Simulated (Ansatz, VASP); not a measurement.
# MnSb in VASP and in Ansatz

```
Sb Mn
1.0
     0.00000    2.79502    2.79502
     2.79502    0.00000    2.79502
     2.79502    2.79502    0.00000
Sb Mn
1 1
Direct
  0.50000 0.50000 0.50000
  0.00000 0.00000 0.00000
```

Alike in both runs: task single point; functional PBEsol; k mesh 8 × 8 × 8; occupations gaussian, width 0.1 eV; collinear spin.

```csv
,VASP,Ansatz
version,VASP 6.6.1,Ansatz 0.2.0
potentials or method,"VASP PAW PBE potentials, release 64 (Sb, Mn_pv), cutoff 520 eV","all-electron LAPW, scalar-relativistic"
```

Ansatz gave:

```
gap on the k mesh at the Fermi level (eV)                     : none
pressure (GPa)                                                : -4.1
net moment per atom (μB)                                      : 1.92
size of the moment on the site where the two differ most (μB) : 3.87
```

**Question.** Estimate VASP's values.

**Answer.** gap on the k mesh at the Fermi level (eV): none; pressure (GPa): -4.1; net moment per atom (μB): 1.92; size of the moment on the site where the two differ most (μB): 3.75.

VASP's potentials were made for PBE, not for PBEsol. Site moments also hang on the region over which each program counts them. A gap of «none» marks a metal or a gap that the smearing closes. Ansatz ran all-electron here, and VASP with PAW potentials.

Spin-orbit coupling is off throughout.
